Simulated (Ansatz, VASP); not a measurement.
# Two plane-wave programs on C

INCAR

```
SYSTEM = C
PREC = Accurate
ENCUT = 520
EDIFF = 1E-6
ISMEAR = 0
SIGMA = 0.03
LREAL = .False.
LASPH = .True.
NELM = 80
ALGO = Normal
ISIF = 2
LWAVE = .False.
LCHARG = .True.
LELF = .True.
LVHAR = .True.
NBANDS = 11
```

Contents of KPOINTS:

```
regular mesh
0
Gamma
  16 16 16
  0 0 0
```

Contents of POSCAR:

```
C
1.0
    0.0000000000      2.1166507485      3.4101454216
    1.2227846672      0.0000000000      3.4101454216
    1.2227846672      2.1166507485      0.0000000000
C
2
Direct
    0.1667065656      0.8332934344      0.1667065656
    0.8332934344      0.1667065656      0.8332934344
```

Input for Ansatz:

```yaml
crystal:
  lattice:
    - [0.0, 2.1166507485, 3.4101454216]
    - [1.2227846672, 0.0, 3.4101454216]
    - [1.2227846672, 2.1166507485, 0.0]
  atoms:
    - { symbol: C, position: [0.1667065656, 0.8332934344, 0.1667065656] }
    - { symbol: C, position: [0.8332934344, 0.1667065656, 0.8332934344] }
basis:
  ecutwfc: 420
kpoints:
  mp_grid: { grid: [16, 16, 16] }
hamiltonian:
  xc: lda
scf:
  occupations: { method: gaussian, width: 0.03 }
output:
  forces: true
  stress: true
  eigenvalues: true
```

Change from the starting cell: strain +0.000 along x and y, +0.015 along z, atoms carried along.

Alike in both runs: task single point; functional LDA; k mesh 16 × 16 × 16; occupations gaussian, width 0.03 eV; no spin polarisation.

|  | VASP | Ansatz |
| --- | --- | --- |
| version | VASP 6.6.1 | Ansatz 0.2.0 |
| potentials or method | VASP PAW LDA potentials, release 64 (C), cutoff 520 eV | scalar-relativistic, plane waves, PAW |
| valence electrons in the cell | 8 | 8 |

Ansatz gave:

| Property | Result |
| --- | --- |
| gap on the k mesh at the Fermi level (eV) | 0.28 |
| least direct gap on the mesh (eV) | 0.33 |
| pressure (GPa) | -0.1 |
| traceless stress, the component that is largest in VASP (GPa) | -0.18 |
| rms of the force components (eV/Å) | 0.013 |

Q: What did VASP give for the same quantities?

A: gap on the k mesh at the Fermi level (eV): 0.28; least direct gap on the mesh (eV): 0.33; pressure (GPa): 0.7; traceless stress, the component that is largest in VASP (GPa): -1.09; rms of the force components (eV/Å): 0.013.

LDA's correlation is that of Perdew and Zunger in VASP and of Perdew and Wang (1992) in Ansatz. Atom by atom the forces differ by 0.000 eV/Å (rms over components).
